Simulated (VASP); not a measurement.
Crystal: TiO2.

```
Ti O
1.0
     2.70603   -2.70666    0.00000
     2.70603    2.70666    0.00000
    -2.63353    0.00000    4.79664
Ti O
2 4
Direct
  0.13411 0.86589 0.25000
  0.86589 0.13411 0.75000
  0.33122 0.08876 0.66715
  0.66878 0.91124 0.33285
  0.91124 0.66878 0.83285
  0.08876 0.33122 0.16715
```

```yaml
Program: VASP 6.6.1
Task: relaxation of cell and atoms
Functional: LDA
Potentials_or_basis: VASP PAW LDA potentials, release 64 (Ti_sv, O)
Cutoff: 600 eV
k_mesh: 6 × 6 × 4
Occupations: gaussian, width 0.1 eV
Spin: no spin polarisation
```

At the start: pressure -12.1 GPa; volume 11.71 Å³/atom.

Where does the relaxation end?

Over 9 steps the energy falls by 27.3 meV/atom and the volume is 11.05 Å³/atom (-5.6 %); space group C2/c (No. 15, to 0.1 Å) before, I4_1/amd (No. 141, to 0.1 Å).

Step by step:
```csv
step,energy change (eV),largest force (eV/Å),pressure (GPa),volume (Å³)
1,0.0000,0.3156,-12.12,70.26
2,0.1539,0.8424,21.24,61.64
3,-0.1569,0.1333,-0.32,66.50
4,-0.1569,0.1348,-0.10,66.43
5,-0.1605,0.1074,0.02,66.27
6,-0.1605,0.1072,0.08,66.28
7,-0.1616,0.0747,0.04,66.29
8,-0.1625,0.0598,-0.01,66.32
9,-0.1635,0.0221,-0.02,66.33
```

Final structure:
```
Ti O
1.0
     2.64983   -2.64872   -0.00270
     2.64983    2.64872   -0.00270
    -2.58362    0.00000    4.72779
Ti O
2 4
Direct
  0.12853 0.87147 0.25000
  0.87147 0.12853 0.75000
  0.33114 0.08768 0.66638
  0.66886 0.91232 0.33362
  0.91232 0.66886 0.83362
  0.08768 0.33114 0.16638
```

Caveat: the relaxation stopped at a loose force limit of 0.05 eV/Å, so its end isn't a converged minimum.
